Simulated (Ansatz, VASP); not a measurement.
This is a calculation of TaN for VASP 6.6.1.

Contents of INCAR:

```
SYSTEM = TaN
ALGO = Normal ; EDIFF = 1E-6
ENCUT = 520 ; GGA = PS
ISIF = 2 ; ISMEAR = -1
LASPH = .TRUE. ; LCHARG = .FALSE.
LREAL = .FALSE. ; LWAVE = .FALSE.
NBANDS = 15 ; NELM = 60
PREC = Accurate ; SIGMA = 0.05
```

Contents of KPOINTS:

```
k-points
0
G
  10 10 10
  0 0 0
```

The input POSCAR:

```
TaN
1.0
    0.0000000000      2.2404226923      2.2404226923
    2.2404226923      0.0000000000      2.2404226923
    2.2404226923      2.2404226923      0.0000000000
Ta N
1 1
Direct
    0.5000000000      0.5000000000      0.5000000000
    0.0000000000      0.0000000000      0.0000000000
```

Potentials or basis: VASP PAW PBE potentials, release 64 (Ta_pv, N).

Launch:

```sh
$ cat potpaw_PBE.64/Ta_pv/POTCAR potpaw_PBE.64/N/POTCAR > POTCAR
$ mpirun -np 1 vasp_std > vasp.out
```

Set up the same calculation for Ansatz 0.2.0. Potentials there: all-electron LAPW, scalar-relativistic.

As run (the cutoff follows the program's own potentials):

File input.yaml:

```yaml
crystal:
  lattice:
    - [0.0, 2.2404226923, 2.2404226923]
    - [2.2404226923, 0.0, 2.2404226923]
    - [2.2404226923, 2.2404226923, 0.0]
  atoms:
    - { symbol: Ta, position: [0.5, 0.5, 0.5] }
    - { symbol: "N", position: [0.0, 0.0, 0.0] }
kpoints:
  mp_grid: { grid: [10, 10, 10] }
scf:
  occupations: { method: fermi_dirac, width: 0.05 }
hamiltonian:
  xc: pbesol
  pseudopotentials: { kind: all_electron, lapw: { basis_error: 0.0005 } }
output:
  forces: true
  stress: true
  eigenvalues: true
```

Potentials or basis: all-electron LAPW, scalar-relativistic.

Command:

```sh
$ ansatz run input.yaml --threads 1 --pin off --max-ram 3072MiB --backend cpu --events-out ev --progress --plain --runs-dir out
```

Both were run:

|  | VASP | Ansatz | Ansatz less VASP |
| --- | --- | --- | --- |
| gap on the k mesh at the Fermi level (eV) | none | none | - |
| pressure (GPa) | -21.1 | -21.6 | -0.54 |

VASP's potentials were made for PBE, not for PBEsol. A gap of «none» marks a metal or a gap that the smearing closes. Ansatz ran all-electron here, and VASP with PAW potentials.

Spin-orbit coupling is off throughout.
